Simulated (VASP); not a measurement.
# SrO (Fm-3m) in VASP: further runs

Aim: see how the results for SrO move with the level of theory and the settings. Levels: PBE-based global hybrid, PBE-based screened hybrid. Tasks: single point.

All numbers are computed with VASP 6.6.1; they aren't measurements. Logs are shortened: lines on timing, memory, paths and dates and some standing lists are left out, and cuts for length are marked.

## Step 1: The cell of the first run

Symmetry: Fm-3m, No. 225, cubic system. Conventional cell: a = 5.160 Å, b = 5.160 Å, c = 5.160 Å, α = 90.00°, β = 90.00°, γ = 90.00°. Sr (site symmetry m-3m) has 6 O at 2.58 Å within 3.4 Å. O (site symmetry m-3m) has 6 Sr at 2.58 Å within 3.4 Å.

## Step 2: Single point, PBE-based global hybrid

File POSCAR:

```
SrO
1.0
    0.0000000000      2.5798927166      2.5798927166
    2.5798927166      0.0000000000      2.5798927166
    2.5798927166      2.5798927166      0.0000000000
Sr O
1 1
Direct
    0.5000000000      0.5000000000      0.5000000000
    0.0000000000      0.0000000000      0.0000000000
```

File INCAR.step1:

```
ALGO = Normal ; EDIFF = 1E-5
ENCUT = 520 ; GGA = PE
ISIF = 2 ; ISMEAR = 0
LASPH = T ; LCHARG = F
LREAL = F ; LWAVE = T
NBANDS = 15 ; NELM = 80
PREC = Accurate ; SIGMA = 0.01
```

File INCAR.step2:

```
AEXX = 0.05 ; ALGO = Normal
EDIFF = 1E-7 ; ENCUT = 520
GGA = PE ; ISIF = 2
ISMEAR = 0 ; ISTART = 1
LASPH = T ; LCHARG = F
LHFCALC = T ; LREAL = F
LWAVE = F ; NBANDS = 15
NELM = 80 ; PREC = Accurate
PRECFOCK = Normal ; SIGMA = 0.01
```

File KPOINTS:

```
k-points
0
Gamma
  4 4 4
```

Potentials or basis: VASP PAW PBE potentials, release 64 (Sr_sv, O).

The run is started by

```sh
$ cat potpaw_PBE.64/Sr_sv/POTCAR potpaw_PBE.64/O/POTCAR > POTCAR
$ cp INCAR.step1 INCAR
$ mpirun -np 1 vasp_std > vasp.out
$ cp INCAR.step2 INCAR
$ mpirun -np 1 vasp_std > vasp.out
```

OUTCAR:

```text
AEXX = 0.05
   EDIFF = 1E-7
   ENCUT = 520
   GGA = PE
   ISIF = 2
   ISMEAR = 0
   ISTART = 1
   LASPH = T
   LHFCALC = T
   LREAL = F
   NELM = 80
   PREC = Accurate
   PRECFOCK = Normal

 ion  position               nearest neighbor table
   1  0.500  0.500  0.500-   2 2.58   2 2.58   2 2.58   2 2.58   2 2.58   2 2.58
   2  0.000  0.000  0.000-   1 2.58   1 2.58   1 2.58   1 2.58   1 2.58   1 2.58

  LATTYP: Found a face centered cubic cell.
 ALAT       =     5.1597854332

  Lattice vectors:

 A1 = (   0.0000000000,   2.5798927166,   2.5798927166)
 A2 = (   2.5798927166,   0.0000000000,   2.5798927166)
 A3 = (   2.5798927166,   2.5798927166,   0.0000000000)

Analysis of symmetry for initial positions (statically):
=====================================================================
 Subroutine PRICEL returns:
 Original cell was already a primitive cell.

 Routine SETGRP: Setting up the symmetry group for a
 face centered cubic supercell.

 Subroutine GETGRP returns: Found 48 space group operations
[... 9 lines left out ...]

 Routine SETGRP: Setting up the symmetry group for a
 face centered cubic supercell.

 Subroutine GETGRP returns: Found 48 space group operations
[... 11 lines left out ...]
                                     Primitive cell

  volume of cell :      34.3427

  direct lattice vectors                    reciprocal lattice vectors
     0.000000000  2.579892717  2.579892717    -0.193806509  0.193806509  0.193806509
     2.579892717  0.000000000  2.579892717     0.193806509 -0.193806509  0.193806509
     2.579892717  2.579892717  0.000000000     0.193806509  0.193806509 -0.193806509

  length of vectors
     3.648519269  3.648519269  3.648519269     0.335682720  0.335682720  0.335682720

  position of ions in fractional coordinates (direct lattice)
     0.500000000  0.500000000  0.500000000
     0.000000000  0.000000000  0.000000000

  ion indices of the primitive-cell ions
   primitive index   ion index
                 1           1
                 2           2

----------------------------------------------------------------------------------------

 KPOINTS: k-points

Automatic generation of k-mesh.
 Grid dimensions read from file:
 generate k-points for:    4    4    4

 Generating k-lattice:

  Cartesian coordinates                     Fractional coordinates (reciprocal lattice)
    -0.048451627  0.048451627  0.048451627     0.250000000  0.000000000  0.000000000
[... 58 lines left out ...]
   EFERMI_NEDOS =   21; number of points for ismear=-14 and -15
   IALGO  =     38    algorithm
   IMIX   =      1    mixing-type and parameters
     AMIX     =   0.40;   BMIX     =  1.00
     AMIX_MAG =   1.60;   BMIX_MAG =  1.00
  volume/ion in A,a.u.               =      17.17       115.88
  Fermi-wavevector in a.u.,A,eV,Ry     =   1.269121  2.398292 21.914485  1.610669
  Thomas-Fermi vector in A             =   2.402180
   LORBIT       =      0    0 simple, 1 ext, 2 COOP (PROOUT), +10 PAW based schemes
   GGA     = PE    functional components
   LHFCALC =     T    Hartree Fock is set to
   PRECFOCK=normal    Normal, Fast or Accurate (Low or Medium for compatibility)
   ENCUT4O =  -1.0   cutoff for four orbital integrals eV
   NKREDX  =     1    reduce k-point grid by
   NKREDY  =     1    reduce k-point grid by
   NKREDZ  =     1    reduce k-point grid by
   AEXX    =    0.0500 exact exchange contribution
   HFSCREEN=    0.0000 screening length (either q_TF or 0.3 A-1)
   HFSCREENC=   0.0000 screening length for correlation (either q_TF or 0.3 A-1)
   ENCUTFOCK=  -1.0 apply spherical cutoff to Coloumb kernel
   IVDW    =     0    specifies the selected vdW correction
   LEPSILON=     F    determine dielectric tensor
   LRPA    =     F    only Hartree local field effects (RPA)
 non-spin polarized calculation
 Gauss-broadening in eV      SIGMA  =   0.01
  energy-cutoff  :      520.00
  volume of cell :       34.34
 maximum number of plane-waves:       941
  NGX = 24; NGY = 24; NGZ = 24

 number of electron      15.9999998 magnetization

 Free energy of the ion-electron system (eV)
  ---------------------------------------------------
  ext. energy  EPLUGINS =         0.00000000
  ---------------------------------------------------
  free energy    TOTEN  =       -12.58413019 eV

  energy without entropy =      -12.58413019  energy(sigma->0) =      -12.58413019

 E-fermi :   1.5132     XC(G=0):  -9.5489

 val. band max:        1.3337344361   @ k =   0.0000   0.0000   0.0000
 cond. band min:       5.0375475314   @ k =   0.5000   0.5000   0.0000
 fundamental gap:      3.7038130954
 Fermi energy:         1.5131805962

 k-point     1 :       0.0000    0.0000    0.0000
  band No.  band energies     occupation
      1     -31.4993      2.00000
      2     -14.0442      2.00000
      3     -12.8872      2.00000
      4     -12.8872      2.00000
      5     -12.8872      2.00000
      6       1.3337      2.00000
      7       1.3337      2.00000
      8       1.3337      2.00000
      9       5.6753      0.00000
     10       7.9964      0.00000
     11       7.9964      0.00000
     12       7.9964      0.00000
     13      10.1580      0.00000
     14      10.1580      0.00000
[... 113 lines left out ...]
      2     -14.6808      2.00000
      3     -13.5454      2.00000
      4     -13.5454      2.00000
      5     -12.3367      2.00000
      6       0.2033      2.00000
      7       0.8756      2.00000
      8       0.8756      2.00000
      9       7.7928      0.00000
     10       7.7928      0.00000
     11      10.3831      0.00000
     12      12.9001      0.00000
     13      13.1313      0.00000
     14      14.5146      0.00000
     15      16.4133      0.00000

------------------------ aborting loop because EDIFF is reached ----------------------------------------

  FORCE on cell =-STRESS in cart. coord.  units (eV):
  Direction    XX          YY          ZZ          XY          YZ          ZX
  --------------------------------------------------------------------------------------
  -------------------------------------------------------------------------------------
  Total        0.4086754      0.4086754      0.4086754     -0.0000000      0.0000000     -0.0000000
  in kB       19.0657601     19.0657601     19.0657601     -0.0000000      0.0000000     -0.0000000
  external PRESSURE =      19.0657601 kB  Pullay stress =       0.0000000 kB

 VOLUME and BASIS-vectors are now :
 -----------------------------------------------------------------------------
  energy-cutoff  :      520.00
  volume of cell :       34.34
      direct lattice vectors                 reciprocal lattice vectors
     0.000000000  2.579892717  2.579892717    -0.193806509  0.193806509  0.193806509
     2.579892717  0.000000000  2.579892717     0.193806509 -0.193806509  0.193806509
     2.579892717  2.579892717  0.000000000     0.193806509  0.193806509 -0.193806509

 POSITION                                       TOTAL-FORCE (eV/Angst)
 -----------------------------------------------------------------------------------
      2.57989      2.57989      2.57989        -0.000000     -0.000000     -0.000000
      0.00000      0.00000      0.00000         0.000000      0.000000      0.000000
 -----------------------------------------------------------------------------------
    total drift:                                0.000000      0.000000      0.000000

  FREE ENERGIE OF THE ION-ELECTRON SYSTEM (eV)
  ---------------------------------------------------
  free  energy   TOTEN  =       -12.5841301864 eV

  energy  without entropy=      -12.5841301864  energy(sigma->0) =      -12.58413019
```

OUTCAR.step1:

```text
EDIFF = 1E-5
   ENCUT = 520
   GGA = PE
   ISIF = 2
   ISMEAR = 0
[... 346 lines left out ...]
 -----------------------------------------------------------------------------------
      2.57989      2.57989      2.57989        -0.000000     -0.000000     -0.000000
      0.00000      0.00000      0.00000         0.000000      0.000000      0.000000
 -----------------------------------------------------------------------------------
    total drift:                                0.000000      0.000000      0.000000

  FREE ENERGIE OF THE ION-ELECTRON SYSTEM (eV)
  ---------------------------------------------------
  free  energy   TOTEN  =       -12.0443386426 eV

  energy  without entropy=      -12.0443386426  energy(sigma->0) =      -12.04433864
```

It took 4.1 min on 1 thread of AMD EPYC 9R45 (Zen 5), shared host; peak memory 0.14 GiB.

What came out:

* Free energy: -12.5841 eV
* Pressure: 1.9 GPa
* Band gap on the k mesh: 3.70 eV, indirect (least direct gap 3.80 eV)

Caveat: the k points lie up to 0.53 Å⁻¹ apart; the PAW data sets were made with another functional, which shifts forces and pressure a little.

(Continued in part 2 of 3.)
